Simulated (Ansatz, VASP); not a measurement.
# Sb in VASP and in Ansatz

INCAR

```
PREC = Accurate
ENCUT = 600
EDIFF = 1E-6
ISMEAR = 0
SIGMA = 0.1
LREAL = F
LASPH = T
NELM = 60
ALGO = Normal
ISIF = 3
LWAVE = F
LCHARG = F
GGA = PE
IBRION = 2
NSW = 100
EDIFFG = -0.01
```

Contents of KPOINTS:

```
regular mesh
0
Gamma
  6 6 12
```

The input POSCAR:

```
Sb
1.0
    7.9914886216      0.0000000000      0.0000000000
    0.0000000000      7.9914886216      0.0000000000
    0.0000000000      0.0000000000      3.0700548271
Sb
6
Direct
    0.5000000000      0.5000000000      0.0000000000
    0.0000000000      0.0000000000      0.0000000000
    0.8675620372      0.6324379628      0.0000000000
    0.1324379628      0.3675620372      0.0000000000
    0.6324379628      0.1324379628      0.0000000000
    0.3675620372      0.8675620372      0.0000000000
```

Input for Ansatz:

```yaml
crystal:
  lattice:
    - [7.9914886216, 0.0, 0.0]
    - [0.0, 7.9914886216, 0.0]
    - [0.0, 0.0, 3.0700548271]
  atoms:
    - { symbol: Sb, position: [0.5, 0.5, 0.0] }
    - { symbol: Sb, position: [0.0, 0.0, 0.0] }
    - { symbol: Sb, position: [0.8675620372, 0.6324379628, 0.0] }
    - { symbol: Sb, position: [0.1324379628, 0.3675620372, 0.0] }
    - { symbol: Sb, position: [0.6324379628, 0.1324379628, 0.0] }
    - { symbol: Sb, position: [0.3675620372, 0.8675620372, 0.0] }
basis:
  ecutwfc: 420
kpoints:
  mp_grid: { grid: [6, 6, 12] }
hamiltonian:
  xc: pbe
scf:
  occupations: { method: gaussian, width: 0.1 }
output:
  forces: true
  stress: true
  eigenvalues: true
  write_density: true
  write_potential: true
  elf: true
  volumetric_format: npy
relax:
  adjacent_minimum: "off"
  f_tol: 0.01
  max_steps: 80
  cell: { stress_tol: 0.05 }
```

Alike in both runs: task relaxation of cell and atoms; functional PBE; k mesh 6 × 6 × 12; occupations gaussian, width 0.1 eV; no spin polarisation.

|  | VASP | Ansatz |
| --- | --- | --- |
| version | VASP 6.6.1 | Ansatz 0.2.0 |
| potentials or method | VASP PAW PBE potentials, release 64 (Sb), cutoff 600 eV | scalar-relativistic, plane waves, PAW |
| valence electrons in the cell | 30 | 90 |

```tsv
	VASP	Ansatz	Ansatz less VASP
gap on the k mesh at the Fermi level, each at its own relaxed structure (eV)	none	none	-
relaxed volume (Å³/atom)	32.77	32.79	+0.020
relaxed cell length with the largest relative difference (Å)	3.137	3.139	+0.0022
```

A gap of «none» marks a metal or a gap that the smearing closes. VASP's potentials hold 30 valence electrons a cell and Ansatz's 90, so a difference there can come from the potentials and not from the codes.

Neither program's run includes spin-orbit coupling.
